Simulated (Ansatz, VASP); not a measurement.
# Two plane-wave programs on ZnS

POSCAR

```
ZnS
1.0
    3.8419775448      0.0000000000      0.0000000000
   -1.9209887724      3.3272501546      0.0000000000
    0.0000000000      0.0000000000      6.2978739412
Zn S
2 2
Direct
    0.3333333333      0.6666666667      0.0002314700
    0.6666666667      0.3333333333      0.5002314700
    0.3333333333      0.6666666667      0.3747685300
    0.6666666667      0.3333333333      0.8747685300
```

File INCAR.step1:

```
  PREC = Accurate
  ENCUT = 520
  ISMEAR = 0
  SIGMA = 0.02
  LREAL = F
  LASPH = T
  NELM = 80
  NBANDS = 26
  GGA = PE
  ALGO = Normal
  EDIFF = 1E-4
  LWAVE = T
  LCHARG = F
```

INCAR.step2

```
  PREC = Accurate
  ENCUT = 520
  EDIFF = 1E-7
  ISMEAR = 0
  SIGMA = 0.02
  LREAL = F
  LASPH = T
  NELM = 80
  ALGO = Normal
  ISIF = 2
  LWAVE = F
  LCHARG = F
  METAGGA = R2SCAN
  LMIXTAU = T
  NBANDS = 26
  ISTART = 1
```

Contents of KPOINTS:

```
Automatic mesh
0
Gamma
  6 6 4
```

Input for Ansatz:

```yaml
crystal:
  lattice:
    - [3.8419775448, 0.0, 0.0]
    - [-1.9209887724, 3.3272501546, 0.0]
    - [0.0, 0.0, 6.2978739412]
  atoms:
    - { symbol: Zn, position: [0.3333333333, 0.6666666667, 0.00023147] }
    - { symbol: Zn, position: [0.6666666667, 0.3333333333, 0.50023147] }
    - { symbol: S, position: [0.3333333333, 0.6666666667, 0.37476853] }
    - { symbol: S, position: [0.6666666667, 0.3333333333, 0.87476853] }
basis:
  ecutwfc: 500
kpoints:
  mp_grid: { grid: [6, 6, 4] }
  band_path: { path: [VBM, CBM], npoints: 2 }
hamiltonian:
  xc: r2scan
scf:
  occupations: { method: gaussian, width: 0.02 }
output:
  forces: true
  stress: true
  eigenvalues: true
checkpoint:
  read: start.run
  write: ck
  compress: false
  write_wavefunctions: false
  write_every: 100000
```

Alike in both runs: task single point; functional r2SCAN; k mesh 6 × 6 × 4; occupations gaussian, width 0.02 eV; no spin polarisation.

```csv
,VASP,Ansatz
version,VASP 6.6.1,Ansatz 0.2.0
potentials or method,"VASP PAW PBE potentials, release 64 (Zn, S), cutoff 520 eV","scalar-relativistic, plane waves, PAW"
valence electrons in the cell,36,36
```

|  | VASP | Ansatz | Ansatz less VASP |
| --- | --- | --- | --- |
| gap on the k mesh at the Fermi level (eV) | 2.66 | 2.65 | -0.007 |
| least direct gap on the mesh (eV) | 2.66 | 2.65 | -0.007 |
| pressure (GPa) | -2.0 | -2.0 | -0.05 |
| rms of the force components (eV/Å) | 0.006 | 0.000 | -0.0061 |

VASP's potentials were made for PBE, not for r2SCAN. Atom by atom the forces differ by 0.006 eV/Å (rms over components).
